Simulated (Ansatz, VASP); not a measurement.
## Two plane-wave programs on BP

POSCAR

```
BP
1.0
    0.0000000000      2.2453534596      2.2453534596
    2.2453534596      0.0000000000      2.2453534596
    2.2453534596      2.2453534596      0.0000000000
B P
1 1
Direct
    0.0000000000      0.0000000000      0.0000000000
    0.2500000000      0.2500000000      0.2500000000
```

File INCAR.step1:

```
SYSTEM = BP
  PREC = Accurate
  ENCUT = 550
  ISMEAR = 0
  SIGMA = 0.02
  LREAL = .False.
  LASPH = .True.
  NELM = 120
  NBANDS = 11
  GGA = PE
  ALGO = Normal
  EDIFF = 1E-5
  LWAVE = .True.
  LCHARG = .False.
  GGA_COMPAT = .False.
```

The input INCAR.step2:

```
SYSTEM = BP
  PREC = Accurate
  ENCUT = 550
  EDIFF = 1E-6
  ISMEAR = 0
  SIGMA = 0.02
  LREAL = .False.
  LASPH = .True.
  NELM = 120
  ALGO = Normal
  ISIF = 2
  LWAVE = .False.
  LCHARG = .True.
  METAGGA = R2SCAN
  LMIXTAU = .True.
  LELF = .True.
  LVHAR = .True.
  NBANDS = 11
  ISTART = 1
  GGA_COMPAT = .False.
```

The input KPOINTS:

```
Automatic mesh
0
Gamma
  10 10 10
  0 0 0
```

Input for Ansatz:

```yaml
crystal:
  lattice:
    - [0.0, 2.2453534596, 2.2453534596]
    - [2.2453534596, 0.0, 2.2453534596]
    - [2.2453534596, 2.2453534596, 0.0]
  atoms:
    - { symbol: B, position: [0.0, 0.0, 0.0] }
    - { symbol: P, position: [0.25, 0.25, 0.25] }
basis:
  ecutwfc: 500
kpoints:
  mp_grid: { grid: [10, 10, 10] }
hamiltonian:
  xc: r2scan
scf:
  occupations: { method: gaussian, width: 0.02 }
output:
  forces: true
  stress: true
  eigenvalues: true
```

Alike in both runs: task single point; functional r2SCAN; k mesh 10 × 10 × 10; occupations gaussian, width 0.02 eV; no spin polarisation.

|  | VASP | Ansatz |
| --- | --- | --- |
| version | VASP 6.6.1 | Ansatz 0.2.0 |
| potentials or method | VASP PAW PBE potentials, release 64 (B, P), cutoff 550 eV | scalar-relativistic, plane waves, PAW |
| valence electrons in the cell | 8 | 8 |

```tsv
	VASP	Ansatz	Ansatz less VASP
gap on the k mesh at the Fermi level (eV)	1.40	1.37	-0.030
least direct gap on the mesh (eV)	3.69	3.65	-0.041
pressure (GPa)	4.9	5.5	+0.55
```

VASP's potentials were made for PBE, not for r2SCAN.
